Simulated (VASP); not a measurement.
# CoO (P3m1) in VASP: notebook, part 2 of 2

VASP 6.6.1.

## Step 4: Single point, PBEsol, collinear spin, antiferromagnetic start

This run uses another cell than the first one, of 11.69 Å³/atom.

INCAR reads:

```
SYSTEM = CoO
  PREC = Accurate
  ENCUT = 520
  EDIFF = 1E-6
  ISMEAR = 1
  SIGMA = 0.15
  LREAL = .False.
  LASPH = .True.
  NELM = 150
  ALGO = Normal
  ISIF = 2
  LWAVE = .False.
  LCHARG = .True.
  ISPIN = 2
  MAGMOM = 2.5 -2.5 0 0
  LORBIT = 11
  LMAXMIX = 4
  GGA = PS
  LELF = .True.
  LVHAR = .True.
  NBANDS = 27
```

KPOINTS reads:

```
regular mesh
0
Gamma
  8 8 5
  0 0 0
```

POSCAR reads:

```
CoO
1.0
    3.2082694867      0.0000000000      0.0000000000
   -1.6041347433      2.7784422071      0.0000000000
    0.0000000000      0.0000000000      5.2460812572
Co O
2 2
Direct
    0.0000000000      0.0000000000      0.0034740000
    0.3333333333      0.6666666667      0.5033620000
    0.0000000000      0.0000000000      0.3716090000
    0.3333333333      0.6666666667      0.8715560000
```

Potentials or basis: VASP PAW PBE potentials, release 64 (Co, O).

Run with:

```sh
> cat potpaw_PBE.64/Co/POTCAR potpaw_PBE.64/O/POTCAR > POTCAR
> mpirun -np 1 vasp_std > vasp.out
```

OUTCAR:

```text
SYSTEM = CoO
   PREC = Accurate
   ENCUT = 520
   EDIFF = 1E-6
   ISMEAR = 1
   LREAL = .False.
   LASPH = .True.
   NELM = 150
   ISIF = 2
   ISPIN = 2
   LORBIT = 11
   GGA = PS

 ion  position               nearest neighbor table
   1  0.000  0.000  0.003-   3 1.93   4 1.98   4 1.98   4 1.98
   2  0.333  0.667  0.503-   4 1.93   3 1.98   3 1.98   3 1.98
   3  0.000  0.000  0.372-   1 1.93   2 1.98   2 1.98   2 1.98
   4  0.333  0.667  0.872-   2 1.93   1 1.98   1 1.98   1 1.98

  LATTYP: Found a hexagonal cell.
 ALAT       =     3.2082694867
 C/A-ratio  =     1.6351747504

  Lattice vectors:

 A1 = (   3.2082694867,   0.0000000000,   0.0000000000)
 A2 = (  -1.6041347433,   2.7784422071,   0.0000000000)
 A3 = (   0.0000000000,   0.0000000000,   5.2460812572)

Analysis of symmetry for initial positions (statically):
=====================================================================
 Subroutine PRICEL returns:
 Original cell was already a primitive cell.

 Routine SETGRP: Setting up the symmetry group for a
 hexagonal supercell.

 Subroutine GETGRP returns: Found  6 space group operations
 (whereof  6 operations were pure point group operations)
 out of a pool of 24 trial point group operations.

The static configuration has the point symmetry C_3v.

Analysis of symmetry for dynamics (positions and initial velocities):
=====================================================================
 Subroutine PRICEL returns:
 Original cell was already a primitive cell.

 Routine SETGRP: Setting up the symmetry group for a
 hexagonal supercell.

 Subroutine GETGRP returns: Found  6 space group operations
 (whereof  6 operations were pure point group operations)
 out of a pool of 24 trial point group operations.

The dynamic configuration has the point symmetry C_3v.

Analysis of structural, dynamic, and magnetic symmetry:
=====================================================================
 Subroutine PRICEL returns:
 Original cell was already a primitive cell.

 Routine SETGRP: Setting up the symmetry group for a
[... 156 lines left out ...]
  free energy    TOTEN  =       -28.35972720 eV

  energy without entropy =      -28.36945806  energy(sigma->0) =      -28.36297082

 E-fermi :   5.8312     XC(G=0): -11.3355

 val. band max:        5.8214342800   @ k =   0.0000   0.0000   0.2000
 cond. band min:       5.8322587339   @ k =   0.5000  -0.0000   0.0000
 fundamental gap:      0.0108244539
 Fermi energy:         5.8312001411

 spin component 1

 k-point     1 :       0.0000    0.0000    0.0000
  band No.  band energies     occupation
      1     -13.9825      1.00000
      2     -13.2828      1.00000
      3      -1.1206      1.00000
      4      -0.0244      1.00000
      5      -0.0244      1.00000
      6       0.0209      1.00000
[... 709 lines left out ...]
     26      20.8130      0.00000
     27      22.0724      0.00000

 [... further k-points ...]

 spin component 2

 k-point     1 :       0.0000    0.0000    0.0000
  band No.  band energies     occupation
      1     -13.9838      1.00000
      2     -13.2811      1.00000
      3      -1.1210      1.00000
      4      -0.0281      1.00000
      5      -0.0281      1.00000
      6       0.0219      1.00000
[... 709 lines left out ...]
     26      20.8129      0.00000
     27      22.0725      0.00000

 [... further k-points ...]
[... 5 lines left out ...]
  --------------------------------------------------------------------------------------
  -------------------------------------------------------------------------------------
  Total       -3.3073398     -3.3073382     -2.9320907     -0.0000000     -0.0000000      0.0000000
  in kB     -113.3136378   -113.3135831   -100.4571291     -0.0000000     -0.0000000      0.0000000
  external PRESSURE =    -109.0281166 kB  Pullay stress =       0.0000000 kB

 VOLUME and BASIS-vectors are now :
 -----------------------------------------------------------------------------
  energy-cutoff  :      520.00
  volume of cell :       46.76
      direct lattice vectors                 reciprocal lattice vectors
     3.208269487  0.000000000  0.000000000     0.311694514  0.179956955  0.000000000
    -1.604134743  2.778442207  0.000000000     0.000000000  0.359913911  0.000000000
     0.000000000  0.000000000  5.246081257     0.000000000  0.000000000  0.190618473

 POSITION                                       TOTAL-FORCE (eV/Angst)
 -----------------------------------------------------------------------------------
      0.00000      0.00000      0.01822        -0.000000     -0.000000      0.125743
     -0.00000      1.85229      2.64068        -0.000000     -0.000000      0.131422
      0.00000      0.00000      1.94949         0.000000      0.000000     -0.129278
     -0.00000      1.85229      4.57225         0.000000     -0.000000     -0.127887
 -----------------------------------------------------------------------------------
    total drift:                               -0.000000     -0.000001     -0.001846

  FREE ENERGIE OF THE ION-ELECTRON SYSTEM (eV)
  ---------------------------------------------------
  free  energy   TOTEN  =       -28.3597272012 eV

  energy  without entropy=      -28.3694580589  energy(sigma->0) =      -28.36297082

 total charge

# of ion       s       p       d       tot
------------------------------------------
    1        0.342   0.425   7.211   7.978
    2        0.342   0.425   7.211   7.978
    3        1.548   3.404   0.000   4.952
    4        1.548   3.404   0.000   4.952
--------------------------------------------------
tot          3.779   7.658  14.423  25.859

 magnetization (x)

# of ion       s       p       d       tot
------------------------------------------
    1        0.009   0.039   2.209   2.257
    2       -0.009  -0.039  -2.208  -2.256
    3       -0.011  -0.149   0.000  -0.160
    4        0.011   0.149   0.000   0.160
--------------------------------------------------
tot         -0.000   0.000   0.000   0.001
```

OSZICAR:

```text
N       E                     dE             d eps       ncg     rms          rms(c)
DAV:   1     0.248275537735E+03    0.24828E+03   -0.13342E+04  4360   0.129E+03
DAV:   2    -0.586412380741E+01   -0.25414E+03   -0.22752E+03  4450   0.309E+02
DAV:   3    -0.332415620741E+02   -0.27377E+02   -0.25909E+02  4739   0.115E+02
DAV:   4    -0.338883203153E+02   -0.64676E+00   -0.64358E+00  4869   0.183E+01
DAV:   5    -0.339085146915E+02   -0.20194E-01   -0.20190E-01  5824   0.304E+00    0.232E+01
DAV:   6    -0.343250785246E+02   -0.41656E+00   -0.45752E+01  5654   0.101E+02    0.346E+01
DAV:   7    -0.282216241843E+02    0.61035E+01   -0.23669E+01  4750   0.931E+01    0.100E+01
DAV:   8    -0.284343947766E+02   -0.21277E+00   -0.23849E+00  4892   0.112E+01    0.583E+00
DAV:   9    -0.285328503128E+02   -0.98456E-01   -0.69303E-01  6402   0.137E+01    0.749E+00
DAV:  10    -0.283652299197E+02    0.16762E+00   -0.63126E-01  6074   0.144E+01    0.194E+00
DAV:  11    -0.283642095157E+02    0.10204E-02   -0.67318E-02  5933   0.326E+00    0.801E-01
DAV:  12    -0.283595687571E+02    0.46408E-02   -0.14078E-02  5948   0.137E+00    0.251E-01
DAV:  13    -0.283597491075E+02   -0.18035E-03   -0.30091E-03  5520   0.466E-01    0.113E-01
DAV:  14    -0.283597162452E+02    0.32862E-04   -0.14185E-04  5292   0.134E-01    0.756E-02
DAV:  15    -0.283597133309E+02    0.29143E-05   -0.10105E-04  5703   0.119E-01    0.340E-02
DAV:  16    -0.283597280261E+02   -0.14695E-04   -0.44493E-05  5173   0.675E-02    0.178E-02
DAV:  17    -0.283597272012E+02    0.82485E-06   -0.22391E-06  3541   0.198E-02
   1 F= -.28359727E+02 E0= -.28362971E+02  d E =0.973086E-02  mag=     0.0007
```

stdout:

```text
POSCAR found type information on POSCAR CoO
 POSCAR found :  2 types and       4 ions
 scaLAPACK will be used
 -----------------------------------------------------------------------------
|                                                                             |
|                                                                             |
|     You enforced a specific xc type in the INCAR file but a different       |
|     I HOPE YOU KNOW WHAT YOU ARE DOING!                                     |
|                                                                             |
 -----------------------------------------------------------------------------

 LDA part: xc-table for (Slater+PW92), standard interpolation
 POSCAR, INCAR and KPOINTS ok, starting setup
 FFT: planning ... GRIDC
 FFT: planning ... GRID_SOFT
 FFT: planning ... GRID
 WAVECAR not read
 entering main loop
```

Wall time 1.9 min (1 thread of Intel Xeon 8259CL, shared host); peak memory 0.22 GiB.

Results:

| Property | Result |
| --- | --- |
| Free energy | -28.3597 eV |
| Pressure | -10.9 GPa |
| Largest force | 0.131 eV/Å |
| Band gap on the k mesh | zero (filled and empty bands overlap) |
| Net moment | 0.00 μB per cell |
| Site moments | Co +2.26, -2.26; O -0.16, +0.16 μB |
| Valence electrons inside the program's atomic spheres | Co 7.98; O 4.95 |

Forces in eV/Å, atoms in the order of the input:
```
Co   0.000  0.000  0.126
Co   0.000  0.000  0.131
O    0.000  0.000 -0.129
O    0.000  0.000 -0.128
```

Stress tensor (GPa, compression positive):
```
-11.33   0.00   0.00
  0.00 -11.33   0.00
  0.00   0.00 -10.05
```

Caveat: the cell stands under tension; the PAW data sets were made with another functional, which shifts forces and pressure a little; semilocal functionals often make such compounds metallic where correlation or magnetic order opens a gap, which also shifts bond lengths. With open d or f shells a metallic result of PBEsol can be an artefact of self-interaction; +U or a hybrid may open a gap.

## Step 5: Overview

| cell | gap on the mesh (eV) | pressure (GPa) | moment (μB) | largest force (eV/Å) |
| --- | --- | --- | --- | --- |
| a = 3.143, b = 3.143, c = 5.140 Å, angles 90.0, 90.0, 120.0°, 4 atoms | none | -4.4 | 0.00 | 0.06 |
| a = 3.176, b = 3.176, c = 5.194 Å, angles 90.0, 90.0, 120.0°, 4 atoms | none | -7.8 | 0.00 | 0.11 |
| a = 3.208, b = 3.208, c = 5.246 Å, angles 90.0, 90.0, 120.0°, 4 atoms | none | -10.9 | 0.00 | 0.13 |

Alike in all rows: task single point; level PBEsol; potentials or basis VASP PAW PBE potentials, release 64 (Co, O); spin collinear, antiferromagnetic start; k mesh 8 × 8 × 5; cutoff (eV) 520; smearing methfessel-paxton 0.15 eV.

Caveats: the cell stands under tension; the PAW data sets were made with another functional, which shifts forces and pressure a little; semilocal functionals often make such compounds metallic where correlation or magnetic order opens a gap, which also shifts bond lengths.

Absolute energies hang on the potentials; compare differences alone.
